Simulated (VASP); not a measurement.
Wanted: the native input for a VASP 6.6.1 run.

| Item | Value |
| --- | --- |
| Task | single point |
| Functional | PBE |
| Potentials or basis | VASP PAW PBE potentials, release 64 (W_sv, C_h) |
| Cutoff | 910 eV |
| k mesh | 10 × 10 × 9 |
| Occupations | gaussian, width 0.026 eV |
| Spin | no spin polarisation |
| Dipole correction | no |
| Second run | hard_potentials |
| Further INCAR settings | ALGO = Normal; EDIFF = 1e-06; NBANDS = 16 |

The structure of WC (Qusongite) lies in POSCAR:

```
WC
1.0
    2.9065000000      0.0000000000      0.0000000000
   -1.4532500000      2.5171028361      0.0000000000
    0.0000000000      0.0000000000      2.8366000000
W C
1 1
Direct
    0.0000000000      0.0000000000      0.0000000000
    0.6666666667      0.3333333333      0.5000000000
```

One way to write it, as run:

INCAR

```
  PREC = Accurate
  ENCUT = 910
  EDIFF = 1E-6
  ISMEAR = 0
  SIGMA = 0.026000000000000002
  LREAL = False
  LASPH = True
  NELM = 120
  ALGO = Normal
  ISIF = 2
  LWAVE = False
  LCHARG = True
  GGA = PE
  LELF = True
  LVHAR = True
  NBANDS = 16
  GGA_COMPAT = False
```

KPOINTS

```
Automatic mesh
0
Gamma
  10 10 9
```

Potentials or basis: VASP PAW PBE potentials, release 64 (W_sv, C_h).

The run is started by

```console
$ cat potpaw_PBE.64/W_sv/POTCAR potpaw_PBE.64/C_h/POTCAR > POTCAR
$ mpirun -np 1 vasp_std > vasp.out
```

It gave:

```
Pressure               : 6.7 GPa
Band gap on the k mesh : zero (band 9 reaches 12.06 eV, above the bottom of band 10 at 10.87 eV)
```

Caveat: the cutoff is under 1.25 times the usual one of these potentials, so pressure, stress and relaxed cells hold a basis-set (Pulay) error; spin-orbit coupling is left out, which moves the levels of the heavy elements.

It used 35 s of CPU time on 1 thread of AMD EPYC 7R13 Processor (Zen 3), with other jobs on the host.
